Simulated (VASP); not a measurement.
Input of a VASP 6.6.1 run:

INCAR

```
PREC = Accurate
ENCUT = 520
EDIFF = 1E-6
ISMEAR = 0
SIGMA = 0.1
LREAL = False
LASPH = True
NELM = 60
ALGO = Normal
ISIF = 2
LWAVE = False
LCHARG = True
GGA = PE
LELF = True
LVHAR = True
NBANDS = 36
```

Contents of KPOINTS:

```
regular mesh
0
Gamma
  4 4 2
```

File POSCAR:

```
MgBe2SO2
1.0
    4.6874569742      0.3953553503      0.1964192146
    1.7801712574      4.5336802334     -0.2984839533
    1.5714236414     -0.2508985158      7.7761088556
Mg Be S O
2 4 2 4
Direct
    0.4321187086      0.4637787150      0.9710334612
    0.3874664294      0.8616145891      0.3268886527
    0.7269748372      0.3810700615      0.5829724569
    0.7949129568      0.1707567979      0.2509362576
    0.0794774260      1.0249404750      0.7789728288
    0.0794631599      0.5358432055      0.3254658782
    0.2422420255      0.6516986073      0.6047526230
    0.2284461548      1.0434770115      0.9987563324
    0.7882100546      0.3009879718      0.7579446092
   -0.1819798472      0.8473525143      0.2922115872
    0.9657914350      0.2810961149      0.3892895559
    0.4568766593      0.4373839362      0.2207757569
```

Potentials or basis: VASP PAW PBE potentials, release 64 (Mg, Be, S, O).

The run is started by

```console
$ cat potpaw_PBE.64/Mg/POTCAR potpaw_PBE.64/Be/POTCAR potpaw_PBE.64/S/POTCAR potpaw_PBE.64/O/POTCAR > POTCAR
$ mpirun -np 1 vasp_std > vasp.out
```

Question: What does it give for the largest force?

Answer: 0.060 eV/Å.

Question: Predict the band gap on the k mesh.

Answer: 3.87 eV.

Question: Estimate the pressure.

Answer: -0.1 GPa.

Stress tensor (GPa, compression positive):
```
 0.13  0.13 -0.02
 0.13 -0.07 -0.03
-0.02 -0.03 -0.22
```
